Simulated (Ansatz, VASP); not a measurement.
Two plane-wave programs on BN

```
CELL_PARAMETERS angstrom
2.54397 0.00000 -0.07632
-1.27198 2.20314 0.03816
-0.12623 0.00000 4.20774
ATOMIC_POSITIONS crystal
B 0.66667 0.33333 0.99980
B 0.33333 0.66667 0.49980
N 0.66667 0.33333 0.62520
N 0.33333 0.66667 0.12520
```

Change from the starting cell: strain -0.0600 x Voigt [0, 0, 0, 0, 1, 0], atoms carried along.

Alike in both runs: task single point; functional r2SCAN; k mesh 12 × 12 × 6; occupations gaussian, width 0.05 eV; no spin polarisation.

```csv
,VASP,Ansatz
version,VASP 6.6.1,Ansatz 0.2.0
potentials or method,"VASP PAW PBE potentials, release 64 (B, N), cutoff 520 eV","scalar-relativistic, plane waves, PAW"
valence electrons in the cell,16,16
```

Ansatz gave:

| Property | Result |
| --- | --- |
| gap on the k mesh at the Fermi level (eV) | 5.64 |
| least direct gap on the mesh (eV) | 8.77 |
| pressure (GPa) | 0.7 |
| traceless stress, the component that is largest in VASP (GPa) | 21.12 |
| rms of the force components (eV/Å) | 0.083 |

Q: Which values does VASP return?

A: gap on the k mesh at the Fermi level (eV): 5.61; least direct gap on the mesh (eV): 8.74; pressure (GPa): 1.8; traceless stress, the component that is largest in VASP (GPa): 21.13; rms of the force components (eV/Å): 0.087.

VASP's potentials were made for PBE, not for r2SCAN. Atom by atom the forces differ by 0.005 eV/Å (rms over components).
